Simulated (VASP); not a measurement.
A run of VASP 6.6.1 is set up as follows.

The input POSCAR:

```
BiS
1.0
    2.2143730000      3.8354040000      0.0000000000
   -2.2143730000      3.8354040000      0.0000000000
    0.0000000000      0.0000000000      6.0759020000
Bi S
2 2
Direct
    0.3333000000      0.3334000000      0.2500000000
    0.6666000000      0.6667000000      0.7500000000
    0.0000000000      0.0000000000      0.0000000000
    0.0000000000      0.0000000000      0.5000000000
```

File INCAR.step1:

```
SYSTEM = BiS
ALGO = Normal ; EDIFF = 1E-5
ENCUT = 550 ; GGA = PE
GGA_COMPAT = .False. ; ISMEAR = 0
LASPH = .True. ; LCHARG = .False.
LREAL = .False. ; LWAVE = .True.
NBANDS = 29 ; NELM = 120
PREC = Accurate ; SIGMA = 0.072
```

Contents of INCAR.step2:

```
SYSTEM = BiS
ALGO = Normal ; EDIFF = 1E-6
ENCUT = 550 ; GGA_COMPAT = .False.
ISIF = 2 ; ISMEAR = 0
ISTART = 1 ; LASPH = .True.
LCHARG = .False. ; LMIXTAU = .True.
LREAL = .False. ; LWAVE = .False.
METAGGA = R2SCAN ; NBANDS = 29
NELM = 120 ; PREC = Accurate
SIGMA = 0.072
```

The input KPOINTS:

```
k-points
0
Gamma
  9 9 6
  0 0 0
```

Potentials or basis: VASP PAW PBE potentials, release 64 (Bi_d, S).

The run is started by

```sh
$ cat potpaw_PBE.64/Bi_d/POTCAR potpaw_PBE.64/S/POTCAR > POTCAR
$ cp INCAR.step1 INCAR
$ mpirun -np 1 vasp_std > vasp.out
$ cp INCAR.step2 INCAR
$ mpirun -np 1 vasp_std > vasp.out
```

Task: What does it give for the pressure?

Result: 1.3 GPa.

Task: Estimate the band gap on the k mesh.

Result: Zero (bands 21 and 22 overlap by 2.09 eV).

Stress tensor (GPa, compression positive):
```
-3.87  0.00  0.00
 0.00 -3.87  0.00
 0.00  0.00 11.72
```

Caveat: the PAW data sets were made with another functional, which shifts forces and pressure a little; spin-orbit coupling is left out, which moves the levels of the heavy elements.
